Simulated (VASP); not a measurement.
# In27P26 (a cell with a defect) in VASP: single point with PBE

Aim: the single point of In27P26 (a cell with a defect) with PBE.

Everything below comes from runs of VASP 6.6.1. Logs are shortened: lines on timing, memory, paths and dates and some standing lists are left out, and cuts for length are marked.

**1. The cell of the first run**

The cell holds a defect, 53 atoms: a = 12.433 Å, b = 12.433 Å, c = 12.433 Å, α = 60.00°, β = 60.00°, γ = 60.00°.

**2. Single point, PBE, collinear spin**

INCAR reads:

```
SYSTEM = In27P26
  PREC = Accurate
  ENCUT = 400
  EDIFF = 1E-6
  ISMEAR = 0
  SIGMA = 0.05
  LREAL = Auto
  LASPH = .TRUE.
  NELM = 200
  ALGO = Normal
  ISIF = 2
  LWAVE = .FALSE.
  LCHARG = .FALSE.
  ISPIN = 2
  MAGMOM = 0.2 0.2 0 0.2 0 0 0 0 0 0.2 0 0 0 0 0 0 0 0 0 0 0 0 0 0 0 0 0 0 0 0 0 0 0 0 0 0 0 0 0 0 0 0 0 0 0 0 0 0 0 0 0 0 0
  LORBIT = 11
  GGA = PE
  NBANDS = 276
  GGA_COMPAT = .FALSE.
```

KPOINTS reads:

```
Automatic mesh
0
G
  1 1 1
  0 0 0
```

POSCAR reads:

```
In27P26
1.0
    0.0000000000      8.7915000000      8.7915000000
    8.7915000000      0.0000000000      8.7915000000
    8.7915000000      8.7915000000      0.0000000000
In P
27 26
Direct
    0.0017069319      0.0022703307      0.0014637948
    0.0023665048      0.0025699993      0.3261869583
   -0.0011079241     -0.0009568065      0.6675751775
    0.0021149017      0.3269322794      0.0020356495
   -0.0008379352      0.3340950318      0.3338869560
   -0.0008890208      0.3342352176      0.6659676348
   -0.0010388746      0.6676926388     -0.0011611429
   -0.0009114922      0.6664087329      0.3338593121
   -0.0010886783      0.6678366624      0.6675739230
    0.3260103502      0.0026787281      0.0022614774
    0.3339651845     -0.0006771023      0.3339068982
    0.3341298303     -0.0007567461      0.6660595474
    0.3339933724      0.3339798705     -0.0008682241
    0.3333373239      0.3333902098      0.3333008192
    0.3339333673      0.3340555022      0.6660660433
    0.3339749132      0.6663626071     -0.0009381678
    0.3339203449      0.6663486450      0.3338000699
    0.3341737018      0.6664405367      0.6662516593
    0.6676114668     -0.0009758583     -0.0011261572
    0.6661576220     -0.0007761360      0.3340792351
    0.6676416887     -0.0009198830      0.6676788189
    0.6660752732      0.3341455300     -0.0009451453
    0.6661341065      0.3340442775      0.3339007150
    0.6663010804      0.3343354395      0.6662515710
    0.6676596546      0.6677990147     -0.0011515643
    0.6662840569      0.6664616970      0.3340966506
    0.6663358968      0.6664171426      0.6663213062
    0.0833060193      0.0834401626      0.4145380456
    0.0834617794      0.0835731785      0.7515771949
    0.0833158259      0.4146340007      0.0832215386
    0.0834902506      0.4168394041      0.4163941317
    0.0832929929      0.4147029012      0.7519365406
    0.0832785988      0.7522413337      0.0831746865
    0.0832422518      0.7523584576      0.4144224434
    0.0840147007      0.7498446890      0.7496477524
    0.4145601043      0.0833352266      0.0832536967
    0.4166430181      0.0835775862      0.4165387996
    0.4145326960      0.0834190985      0.7520824109
    0.4164980111      0.4167599520      0.0834467947
    0.4165722892      0.4167692492      0.4164982042
    0.4167191208      0.4168563773      0.7498124449
    0.4144963493      0.7524142854      0.0831422231
    0.4167098499      0.7499978504      0.4166815881
    0.4167653800      0.7499249503      0.7497766158
    0.7517816614      0.0834842640      0.0833970808
    0.7521648547      0.0834037157      0.4145074096
    0.7497080245      0.0841788490      0.7496927416
    0.7520101809      0.4146510184      0.0832503290
    0.7498491220      0.4168928136      0.4166569293
    0.7498325958      0.4168458569      0.7497825206
    0.7497500940      0.7498150728      0.0839400341
    0.7497992518      0.7499177674      0.4167352415
    0.7497079727      0.7498645221      0.7496500721
```

Potentials or basis: VASP PAW PBE potentials, release 64 (In_d, P).

Launch:

```bash
$ cat potpaw_PBE.64/In_d/POTCAR potpaw_PBE.64/P/POTCAR > POTCAR
$ mpirun -np 1 vasp_gam > vasp.out
```

OUTCAR:

```text
SYSTEM = In27P26
   PREC = Accurate
   ENCUT = 400
   EDIFF = 1E-6
   ISMEAR = 0
   LREAL = Auto
   LASPH = .TRUE.
   NELM = 200
   ISIF = 2
   ISPIN = 2
   LORBIT = 11
   GGA = PE

 ion  position               nearest neighbor table
   1  0.002  0.002  0.001-  29 2.54  45 2.54  33 2.54
   2  0.002  0.003  0.326-  28 2.54  46 2.54  34 2.54
   3  0.999  0.999  0.668-  47 2.53  35 2.53  28 2.57  29 2.57
   4  0.002  0.327  0.002-  30 2.54  32 2.54  48 2.54
   5  0.999  0.334  0.334-  49 2.53  31 2.53  28 2.54  30 2.54
   6  0.999  0.334  0.666-  50 2.53  31 2.53  32 2.54  29 2.54
   7  0.999  0.668  0.999-  35 2.53  51 2.53  30 2.57  33 2.57
   8  0.999  0.666  0.334-  52 2.53  31 2.53  34 2.54  33 2.55
   9  0.999  0.668  0.668-  35 2.53  53 2.53  32 2.57  34 2.57
  10  0.326  0.003  0.002-  38 2.54  36 2.54  42 2.54
  11  0.334  0.999  0.334-  43 2.53  37 2.53  36 2.54  28 2.54
  12  0.334  0.999  0.666-  44 2.53  37 2.53  38 2.54  29 2.54
  13  0.334  0.334  0.999-  41 2.53  39 2.53  36 2.54  30 2.54
  14  0.333  0.333  0.333-  40 2.54  37 2.54  31 2.54  39 2.54
  15  0.334  0.334  0.666-  41 2.53  40 2.53  38 2.54  32 2.54
  16  0.334  0.666  0.999-  44 2.53  39 2.53  42 2.54  33 2.55
[... 35 lines left out ...]
  52  0.750  0.750  0.417-   8 2.53  20 2.53  27 2.53  26 2.53
  53  0.750  0.750  0.750-  25 2.53   9 2.53  21 2.53  27 2.54

  LATTYP: Found a face centered cubic cell.
 ALAT       =    17.5830000000

  Lattice vectors:

 A1 = (   0.0000000000,   8.7915000000,   8.7915000000)
 A2 = (   8.7915000000,   0.0000000000,   8.7915000000)
 A3 = (   8.7915000000,   8.7915000000,   0.0000000000)

Analysis of symmetry for initial positions (statically):
=====================================================================
 Subroutine PRICEL returns:
 Original cell was already a primitive cell.

 Routine SETGRP: Setting up the symmetry group for a
 face centered cubic supercell.

 Subroutine GETGRP returns: Found  1 space group operations
 (whereof  1 operations were pure point group operations)
 out of a pool of 48 trial point group operations.

The static configuration has the point symmetry C_1 .

Analysis of symmetry for dynamics (positions and initial velocities):
=====================================================================
 Subroutine PRICEL returns:
 Original cell was already a primitive cell.

 Routine SETGRP: Setting up the symmetry group for a
 face centered cubic supercell.

 Subroutine GETGRP returns: Found  1 space group operations
 (whereof  1 operations were pure point group operations)
 out of a pool of 48 trial point group operations.

The dynamic configuration has the point symmetry C_1 .

Analysis of structural, dynamic, and magnetic symmetry:
=====================================================================
 Subroutine PRICEL returns:
 Original cell was already a primitive cell.

 Routine SETGRP: Setting up the symmetry group for a
 face centered cubic supercell.

 Subroutine GETGRP returns: Found  1 space group operations
 (whereof  1 operations were pure point group operations)
 out of a pool of 48 trial point group operations.

The overall configuration has the point symmetry C_1 .

 Subroutine INISYM returns: Found  1 space group operations
 (whereof  1 operations are pure point group operations),
 and found     1 'primitive' translations

----------------------------------------------------------------------------------------

                                     Primitive cell

  volume of cell :    1358.9984

  direct lattice vectors                    reciprocal lattice vectors
     0.000000000  8.791500000  8.791500000    -0.056873116  0.056873116  0.056873116
     8.791500000  0.000000000  8.791500000     0.056873116 -0.056873116  0.056873116
     8.791500000  8.791500000  0.000000000     0.056873116  0.056873116 -0.056873116

  length of vectors
    12.433058534 12.433058534 12.433058534     0.098507127  0.098507127  0.098507127

[... 141 lines left out ...]
   number of dos      NEDOS =    301   number of ions     NIONS =     53
   total plane-waves  NPLWV = 592704
   dimension x,y,z NGX =    84 NGY =   84 NGZ =   84
   dimension x,y,z NGXF=   168 NGYF=  168 NGZF=  168
   ions per type =              27  26
   NGX,Y,Z   is equivalent  to a cutoff of  11.23, 11.23, 11.23 a.u.
   NGXF,Y,Z  is equivalent  to a cutoff of  22.46, 22.46, 22.46 a.u.
 SYSTEM =  In27P26
   PREC   = accura    normal or accurate (medium, high low for compatibility)
   ISTART =      0    job   : 0-new  1-cont  2-samecut
   ICHARG =      2    charge: 1-file 2-atom 10-const
   ISPIN  =      2    spin polarized calculation?
   LNONCOLLINEAR =      F non collinear calculations
   LSORBIT =      F    spin-orbit coupling
   LASPH  =      T    aspherical Exc in radial PAW
   ENCUT  =  400.0 eV  29.40 Ry    5.42 a.u.  20.28 20.28 20.28*2*pi/ulx,y,z
   NELM   =    200;   NELMIN=  2; NELMDL= -5     # of ELM steps
   EDIFF  = 0.1E-05   stopping-criterion for ELM
   LREAL  =      T    real-space projection
   EDIFFG = 0.1E-04   stopping-criterion for IOM
   NSW    =      0    number of steps for IOM
[... 5 lines left out ...]
   TEBEG  =    0.0;   TEEND  =   0.0 temperature during run
   PSTRESS=    0.0 pullay stress
   NELECT =     481.0000    total number of electrons
   NUPDOWN=      -1.0000    fix difference up-down
   EMIN   =  10.00;   EMAX   =-10.00  energy-range for DOS
   EFERMI =   0.00;   METHOD = LEGACY
   ISMEAR =     0;   SIGMA  =   0.05  broadening in eV -4-tet -1-fermi 0-gaus
   EFERMI_NEDOS =   21; number of points for ismear=-14 and -15
   IALGO  =     38    algorithm
   IMIX   =      4    mixing-type and parameters
     AMIX     =   0.40;   BMIX     =  1.00
     AMIX_MAG =   1.60;   BMIX_MAG =  1.00
  volume/ion in A,a.u.               =      25.64       173.04
  Fermi-wavevector in a.u.,A,eV,Ry     =   1.158022  2.188345 18.245622  1.341015
  Thomas-Fermi vector in A             =   2.294628
   LORBIT       =     11    0 simple, 1 ext, 2 COOP (PROOUT), +10 PAW based schemes
   GGA     = PE    functional components
   LHFCALC =     F    Hartree Fock is set to
   AEXX    =    0.0000 exact exchange contribution
   IVDW    =     0    specifies the selected vdW correction
   LEPSILON=     F    determine dielectric tensor
   LRPA    =     F    only Hartree local field effects (RPA)
 spin polarized calculation
 Gauss-broadening in eV      SIGMA  =   0.05
  energy-cutoff  :      400.00
  volume of cell :     1359.00
 maximum number of plane-waves:     12347
 NGX is ok and might be reduce to    84
   NGX = 41   NGY = 41   NGZ = 41

 number of electron     480.9999845 magnetization       0.0002697

 Free energy of the ion-electron system (eV)
  ---------------------------------------------------
  ext. energy  EPLUGINS =         0.00000000
  ---------------------------------------------------
  free energy    TOTEN  =      -209.76835639 eV

  energy without entropy =     -209.74014691  energy(sigma->0) =     -209.75425165

 E-fermi :   6.0492     XC(G=0):  -9.1784

 val. band max:        6.0491856939   @ k =   0.0000   0.0000   0.0000
 cond. band min:       6.0491966103   @ k =   0.0000   0.0000   0.0000
 fundamental gap:      0.0000109163
 Fermi energy:         6.0491911521

 spin component 1

 k-point     1 :       0.0000    0.0000    0.0000
  band No.  band energies     occupation
      1      -9.4080      1.00000
      2      -9.4080      1.00000
      3      -9.3953      1.00000
      4      -9.3941      1.00000
      5      -9.3929      1.00000
      6      -9.3849      1.00000
[... 244 lines left out ...]
    251       7.0052      0.00000
    252       7.1330      0.00000
 Fermi energy:         6.0491911521

 spin component 2

 k-point     1 :       0.0000    0.0000    0.0000
  band No.  band energies     occupation
      1      -9.4080      1.00000
      2      -9.4080      1.00000
      3      -9.3953      1.00000
      4      -9.3940      1.00000
      5      -9.3929      1.00000
      6      -9.3849      1.00000
[... 244 lines left out ...]
    251       7.0052      0.00000
    252       7.1330      0.00000
 [bands above 252 left out]

------------------------ aborting loop because EDIFF is reached ----------------------------------------

  FORCE on cell =-STRESS in cart. coord.  units (eV):
  Direction    XX          YY          ZZ          XY          YZ          ZX
  --------------------------------------------------------------------------------------
  -------------------------------------------------------------------------------------
  Total       34.8692595     34.8749653     34.8667034      0.0314700      0.0156177      0.0174857
  in kB       41.1087593     41.1154861     41.1057458      0.0371012      0.0184123      0.0206146
  external PRESSURE =      41.1099971 kB  Pullay stress =       0.0000000 kB

 VOLUME and BASIS-vectors are now :
 -----------------------------------------------------------------------------
  energy-cutoff  :      400.00
  volume of cell :     1359.00
      direct lattice vectors                 reciprocal lattice vectors
     0.000000000  8.791500000  8.791500000    -0.056873116  0.056873116  0.056873116
     8.791500000  0.000000000  8.791500000     0.056873116 -0.056873116  0.056873116
     8.791500000  8.791500000  0.000000000     0.056873116  0.056873116 -0.056873116

 POSITION                                       TOTAL-FORCE (eV/Angst)
 -----------------------------------------------------------------------------------
      0.03283      0.02788      0.03497         0.008324      0.020742      0.004105
      2.89027      2.88848      0.04340        -0.009916     -0.005613      0.005042
     14.65208     14.65075     17.56485        -0.001471      0.000431     -0.002518
      2.89212      0.03649      2.89282        -0.008065      0.011431     -0.008972
      5.87256     11.71950     11.72133         0.010234     -0.005363     -0.005577
      8.79328     14.63854     11.72211         0.003306     -0.011471     -0.005078
[... 45 lines left out ...]
     10.25663     10.25559     13.18476         0.000465     -0.001345      0.008127
     13.18298     13.18161     13.18349        -0.000286     -0.000224     -0.000118
 -----------------------------------------------------------------------------------
    total drift:                               -0.001905     -0.000217     -0.003359

  FREE ENERGIE OF THE ION-ELECTRON SYSTEM (eV)
  ---------------------------------------------------
  free  energy   TOTEN  =      -209.7683563892 eV

  energy  without entropy=     -209.7401469103  energy(sigma->0) =     -209.75425165

 total charge

# of ion       s       p       d       tot
------------------------------------------
    1        0.853   0.664   9.880  11.397
    2        0.853   0.661   9.880  11.394
    3        0.815   0.757   9.900  11.472
    4        0.853   0.663   9.880  11.395
    5        0.810   0.780   9.903  11.493
    6        0.810   0.780   9.903  11.493
[... 45 lines left out ...]
   52        1.015   1.541   0.000   2.555
   53        1.014   1.540   0.000   2.554
--------------------------------------------------
tot         48.512  60.202 267.276 375.990

 magnetization (x)

# of ion       s       p       d       tot
------------------------------------------
    1       -0.000   0.000   0.000   0.000
    2        0.000   0.000   0.000   0.000
    3       -0.000   0.000   0.000  -0.000
    4       -0.000   0.000   0.000   0.000
    5        0.000   0.000  -0.000   0.000
    6        0.000   0.000  -0.000   0.000
[... 45 lines left out ...]
   52        0.000  -0.000   0.000   0.000
   53        0.000  -0.000   0.000   0.000
--------------------------------------------------
tot          0.000  -0.000   0.000   0.000
```

Wall time 24 min (1 thread of Oxide Virtual Turin-like, shared host); peak memory 1.4 GiB.

Results:

* Free energy: -209.7684 eV
* Pressure: 4.1 GPa
* Largest force: 0.023 eV/Å
* Net moment: 0.00 μB per cell
* Valence electrons inside the program's atomic spheres: In 11.40, 11.39, 11.47, 11.49, 11.50 (each value once); P 2.54, 2.55, 2.56 (each value once)

Forces on the atoms (eV/Å):
```
In   0.008  0.021  0.004
In  -0.010 -0.006  0.005
In  -0.001  0.000 -0.003
In  -0.008  0.011 -0.009
In   0.010 -0.005 -0.006
In   0.003 -0.011 -0.005
In   0.005  0.000  0.003
In   0.006 -0.005 -0.008
In   0.001 -0.002  0.002
In   0.007 -0.001 -0.013
In  -0.007  0.010 -0.007
In  -0.011  0.007 -0.010
In  -0.004 -0.006  0.012
In   0.001 -0.004  0.003
In   0.006  0.007  0.013
In  -0.008 -0.005  0.003
In   0.006  0.008  0.005
In  -0.010  0.011  0.011
In  -0.002  0.002 -0.001
In  -0.010  0.007 -0.009
In  -0.003  0.003  0.001
In  -0.004 -0.010  0.003
In   0.011  0.007  0.006
In   0.008 -0.011  0.009
In   0.002 -0.001  0.001
In   0.012  0.011 -0.009
In  -0.010 -0.011 -0.008
P    0.000 -0.002  0.004
P   -0.002 -0.005  0.000
P    0.001  0.002  0.002
P    0.000  0.002  0.000
P    0.000 -0.003  0.003
P   -0.005 -0.002 -0.004
P   -0.002  0.001 -0.001
P    0.000  0.001  0.001
P    0.004 -0.002  0.001
P    0.002 -0.002  0.001
P    0.000 -0.003  0.002
P    0.000  0.000  0.000
P   -0.001  0.000 -0.001
P   -0.001  0.000 -0.008
P   -0.001  0.000 -0.002
P    0.000 -0.008  0.001
P    0.008 -0.002  0.001
P   -0.001 -0.007 -0.003
P    0.002 -0.001 -0.001
P    0.001  0.000  0.001
P    0.003 -0.003  0.000
P   -0.008  0.001 -0.001
P    0.000  0.007  0.001
P    0.001  0.001  0.000
P    0.000 -0.001  0.008
P    0.000  0.000  0.000
```

Caveat: the k points lie up to 0.62 Å⁻¹ apart; spin-orbit coupling is left out, which moves the levels of the heavy elements.
